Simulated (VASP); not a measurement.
Input of a VASP 6.6.1 run:

File INCAR:

```
SYSTEM = HfO2
ALGO = Normal
EDIFF = 1E-8
ENCUT = 520
GGA = PE
ISIF = 2
ISMEAR = -1
LASPH = .True.
LCHARG = .False.
LEFG = .True.
LREAL = .False.
LWAVE = .False.
NBANDS = 18
NELM = 80
PREC = Accurate
SIGMA = 0.01
```

KPOINTS

```
k-points
0
Gamma
  9 9 9
  0 0 0
```

Contents of POSCAR:

```
HfO2
1.0
    0.0000000000      2.5229349520      2.5229349520
    2.5229349520      0.0000000000      2.5229349520
    2.5229349520      2.5229349520      0.0000000000
Hf O
1 2
Direct
    0.0000000000      0.0000000000      0.0000000000
    0.2500000000      0.2500000000      0.2500000000
    0.7500000000      0.7500000000      0.7500000000
```

Potentials or basis: VASP PAW PBE potentials, release 64 (Hf_pv, O).

The run is started by

```bash
$ cat potpaw_PBE.64/Hf_pv/POTCAR potpaw_PBE.64/O/POTCAR > POTCAR
$ mpirun -np 1 vasp_std > vasp.out
```

Question: Estimate the band gap on the k mesh.

Answer: 3.95 eV, indirect (least direct gap 4.07 eV).

Question: Predict the pressure.

Answer: 4.1 GPa.

Caveat: without QUAD_EFG the Cq values of the log hold for a quadrupole moment of 1 mb, not for the nuclei; spin-orbit coupling is left out, which moves the levels of the heavy elements. A k mesh can miss the band edges.
